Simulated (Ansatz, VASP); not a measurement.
## K: VASP beside Ansatz

```
K
1.0
    -2.67354    2.67354    2.67354
     2.67354   -2.67354    2.67354
     2.67354    2.67354   -2.67354
K
1
Direct
  0.00000 0.00000 0.00000
```

Alike in both runs: functional r2SCAN; k mesh 16 × 16 × 16; occupations gaussian, width 0.1 eV; no spin polarisation.

Ansatz relaxed the structure, and its values are those at the end. VASP's run is a single point on that final structure, the one shown.

```csv
,VASP,Ansatz
version,VASP 6.6.1,Ansatz 0.2.0
potentials or method,"VASP PAW PBE potentials, release 64 (K_sv), cutoff 520 eV","scalar-relativistic, plane waves, PAW"
valence electrons in the cell,9,9
```

```tsv
	VASP	Ansatz	Ansatz less VASP
gap on the k mesh at the Fermi level (eV)	none	none	-
pressure (GPa)	0.0	0.0	+0.03
```

VASP's potentials were made for PBE, not for r2SCAN. A gap of «none» marks a metal or a gap that the smearing closes.
